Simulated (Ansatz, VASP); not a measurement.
Two plane-wave programs on InSb3

The input INCAR:

```
  ALGO = Normal
  EDIFF = 1E-6
  ENCUT = 520
  GGA = PE
  ISIF = 2
  ISMEAR = 0
  LASPH = True
  LCHARG = False
  LREAL = False
  LWAVE = False
  NBANDS = 22
  NELM = 80
  PREC = Accurate
  SIGMA = 0.15
```

Contents of KPOINTS:

```
k-points
0
Gamma
  10 10 10
```

File POSCAR:

```
InSb3
1.0
    4.6096936551      0.0000000000      0.0000000000
    0.0000000000      4.6096936551      0.0000000000
    0.0000000000      0.0000000000      5.5297885087
In Sb
1 3
Direct
    0.0000000000      0.0000000000      0.0000000000
    0.5000000000      0.0000000000      0.5000000000
    0.0000000000      0.5000000000      0.5000000000
    0.5000000000      0.5000000000      0.0000000000
```

Input for Ansatz:

```yaml
crystal:
  lattice:
    - [4.6096936551, 0.0, 0.0]
    - [0.0, 4.6096936551, 0.0]
    - [0.0, 0.0, 5.5297885087]
  atoms:
    - { symbol: In, position: [0.0, 0.0, 0.0] }
    - { symbol: Sb, position: [0.5, 0.0, 0.5] }
    - { symbol: Sb, position: [0.0, 0.5, 0.5] }
    - { symbol: Sb, position: [0.5, 0.5, 0.0] }
basis:
  ecutwfc: 420
kpoints:
  mp_grid: { grid: [10, 10, 10] }
hamiltonian:
  xc: pbe
  pseudopotentials: { kind: paw, azcp: { folder: soft_1 } }
scf:
  occupations: { method: gaussian, width: 0.15 }
output:
  forces: true
  stress: true
  eigenvalues: true
```

Alike in both runs: task single point; functional PBE; k mesh 10 × 10 × 10; occupations gaussian, width 0.15 eV; no spin polarisation.

```csv
,VASP,Ansatz
version,VASP 6.6.1,Ansatz 0.2.0
potentials or method,"VASP PAW PBE potentials, release 64 (In_d, Sb), cutoff 520 eV","scalar-relativistic, plane waves, PAW"
valence electrons in the cell,28,58
```

Ansatz gave:

- gap on the k mesh at the Fermi level (eV): none
- pressure (GPa): -2.2
- traceless stress, the component that is largest in VASP (GPa): -0.15

Problem. Which values does VASP return?

Solution. gap on the k mesh at the Fermi level (eV): none; pressure (GPa): -2.3; traceless stress, the component that is largest in VASP (GPa): -0.15.

A gap of «none» marks a metal or a gap that the smearing closes. The functional is the same, so the differences come from potentials, cutoffs and numerics. VASP's potentials hold 28 valence electrons a cell and Ansatz's 58, so a difference there can come from the potentials and not from the codes.

Neither program's run includes spin-orbit coupling.
